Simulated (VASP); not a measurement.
Here is a VASP 6.6.1 calculation.

Contents of INCAR:

```
SYSTEM = Rb4Sn2Pt7
PREC = Accurate
ENCUT = 400
EDIFF = 1E-6
ISMEAR = -1
SIGMA = 0.1
LREAL = .FALSE.
LASPH = .TRUE.
NELM = 120
ALGO = Normal
ISIF = 2
LWAVE = .FALSE.
LCHARG = .TRUE.
GGA = PE
LELF = .TRUE.
LVHAR = .TRUE.
NBANDS = 79
GGA_COMPAT = .FALSE.
```

File KPOINTS:

```
regular mesh
0
G
  2 2 2
  0 0 0
```

File POSCAR:

```
Rb4Sn2Pt7
1.0
    6.8698860000     -0.2420320000      0.7856290000
   -0.4610940000      8.2370640000      0.0600580000
    0.3762400000     -0.0880620000      6.9856300000
Sn Rb Pt
2 4 7
Direct
    0.3960770471      0.2618964105      0.8083529203
    0.4715451281      0.0271930845      0.5277437125
    0.1619689341      0.1008106025      0.2236233561
    0.1090032559      0.7878518153      0.7955820845
    0.6835548781      0.0394118248      0.0021753900
    0.6061542061      0.6201602464      0.7915210358
    0.9144758432      0.2512834623      0.6277230079
    0.2364673699      0.4859101216      0.1446719317
    0.9454242615      0.5972304638      0.4276830888
    0.8630924683      0.4865406465      0.0759969923
    0.4077244047      0.7662816746      0.2914860276
    0.6357105258      0.3396838490      0.4050136699
    0.8125669920      0.9092856368      0.5115233601
```

Potentials or basis: VASP PAW PBE potentials, release 64 (Sn_d, Rb_sv, Pt).

Command:

```console
$ cat potpaw_PBE.64/Sn_d/POTCAR potpaw_PBE.64/Rb_sv/POTCAR potpaw_PBE.64/Pt/POTCAR > POTCAR
$ mpirun -np 1 vasp_std > vasp.out
```

Estimate the largest force.

1.756 eV/Å.

Estimate the band gap on the k mesh.

zero (bands 67 and 68 overlap by 0.05 eV).

Forces on the atoms (eV/Å):
```
Sn  -0.825  1.197 -0.710
Sn   1.187 -0.389 -1.235
Rb  -0.558  0.026  0.264
Rb   0.116 -0.425  0.297
Rb   0.568 -0.084  0.517
Rb  -0.253  0.477 -0.043
Pt  -0.819  0.040 -0.421
Pt  -0.248  0.581 -0.160
Pt   0.081 -0.195 -1.185
Pt   0.642 -0.916  1.165
Pt  -0.501 -0.476  0.797
Pt   0.349 -0.024  0.766
Pt   0.261  0.189 -0.052
```

Caveat: the k points lie up to 0.46 Å⁻¹ apart; spin-orbit coupling is left out, which moves the levels of the heavy elements.
